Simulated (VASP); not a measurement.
The system is SnTe.

```
CELL_PARAMETERS angstrom
0.00000 3.18933 3.22122
3.18933 0.00000 3.22122
3.18933 3.18933 0.00000
ATOMIC_POSITIONS crystal
Sn 0.00000 0.00000 0.00000
Te 0.50000 0.50000 0.50000
```

This cell differs from its parent crystal: uniaxial z strain +1.0%.

Base run:

```yaml
Program: VASP 6.6.1
Functional: PBE
Potentials_or_basis: VASP PAW PBE potentials, release 64 (Sn_d, Te)
Cutoff: 520 eV
k_mesh: 8 × 8 × 8
Occupations: fermi-dirac, width 0.02 eV
Spin: no spin polarisation
```

Its results: band gap on the k mesh 0.03 eV; pressure 0.2 GPa.

**Question.** The run is repeated on the same cell with these changes: functional from PBE to r2SCAN; further incar settings from ALGO = Normal; EDIFF = 1e-06; NBANDS = 17 to ALGO = Normal; EDIFF = 1e-07; NBANDS = 17. What comes out?

**Answer.** Band gap on the k mesh 0.16 eV; pressure -0.5 GPa.

Caveats: spin-orbit coupling is left out, which moves the levels of the heavy elements; the PAW data sets were made with another functional, which shifts forces and pressure a little (at least some runs).

A k mesh can miss the band edges.
